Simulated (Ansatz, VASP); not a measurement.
Two plane-wave programs on BP

INCAR

```
SYSTEM = BP
ALGO = Normal ; EDIFF = 1E-6
ENCUT = 520 ; GGA = PE
ISIF = 2 ; ISMEAR = 0
LASPH = .True. ; LCHARG = .False.
LREAL = .False. ; LWAVE = .False.
NBANDS = 16 ; NELM = 80
PREC = Accurate ; SIGMA = 0.01
```

The input KPOINTS:

```
k-points
0
Gamma
  9 9 2
  0 0 0
```

Contents of POSCAR:

```
BP
1.0
    3.2772362102      0.0000000000      0.0000000000
   -1.6386181051      2.8381698123      0.0000000000
    0.0000000000      0.0000000000     10.0588502398
B P
2 2
Direct
    0.3333333333      0.6666666667      0.2500000000
    0.6666666667      0.3333333333      0.7500000000
    0.6666666667      0.3333333333      0.2500000000
    0.3333333333      0.6666666667      0.7500000000
```

Input for Ansatz:

```yaml
crystal:
  lattice:
    - [3.2772362102, 0.0, 0.0]
    - [-1.6386181051, 2.8381698123, 0.0]
    - [0.0, 0.0, 10.0588502398]
  atoms:
    - { symbol: B, position: [0.3333333333, 0.6666666667, 0.25] }
    - { symbol: B, position: [0.6666666667, 0.3333333333, 0.75] }
    - { symbol: P, position: [0.6666666667, 0.3333333333, 0.25] }
    - { symbol: P, position: [0.3333333333, 0.6666666667, 0.75] }
kpoints:
  mp_grid: { grid: [9, 9, 2] }
hamiltonian:
  xc: pbe
scf:
  occupations: { method: fixed }
  n_extra_bands: 5
output:
  forces: true
  stress: true
  eigenvalues: true
```

Alike in both runs: task single point; functional PBE; k mesh 9 × 9 × 2; no spin polarisation.

|  | VASP | Ansatz |
| --- | --- | --- |
| version | VASP 6.6.1 | Ansatz 0.2.0 |
| potentials or method | VASP PAW PBE potentials, release 64 (B, P) | plane waves, PAW |
| plane-wave cutoff (eV) | 520 | 420 |
| occupations | gaussian, width 0.01 eV | fixed |
| valence electrons in the cell | 16 | 16 |

VASP gave:

* gap on the k mesh at the Fermi level (eV): 0.96
* pressure (GPa): -4.5
* traceless stress, the component that is largest in VASP (GPa): 4.43

**Question.** Which values does Ansatz return?

**Answer.** gap on the k mesh at the Fermi level (eV): 0.95; pressure (GPa): -4.4; traceless stress, the component that is largest in VASP (GPa): 4.35.
